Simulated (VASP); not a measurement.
N: single point with PBE

N:

```
N
1.0
     0.00000    2.09207    2.09207
     2.09207    0.00000    2.09207
     2.09207    2.09207    0.00000
N
2
Direct
  0.00000 0.00000 0.00000
  0.25000 0.25000 0.25000
```

- Program: VASP 6.6.1
- Task: single point
- Functional: PBE
- Potentials or basis: VASP PAW PBE potentials, release 64 (N)
- Cutoff: 520 eV
- k mesh: 13 × 13 × 13
- Occupations: fermi-dirac, width 0.08 eV
- Spin: no spin polarisation
- Dipole correction: no
- Further INCAR settings: ALGO = Normal; EDIFF = 1e-07; NBANDS = 12

```json
{"Pressure": "0.0 GPa", "Band gap on the k mesh": "zero (bands 5 and 6 overlap by 1.30 eV)"}
```

Levels at points of the mesh, in eV from the Fermi level:
```
           k point  band 2  band 3  band 4  band 5  band 6  band 7  band 8  band 9
(0.00, 0.00, 0.00)   -6.04   -3.59   -3.59   -3.59    0.52    0.52    0.52   10.87
```

Wall time 15 s on 1 thread of Intel(R) Xeon(R) Platinum 8375C CPU @ 2.90GHz (Ice Lake), with other jobs on the host, peak memory 0.13 GiB.
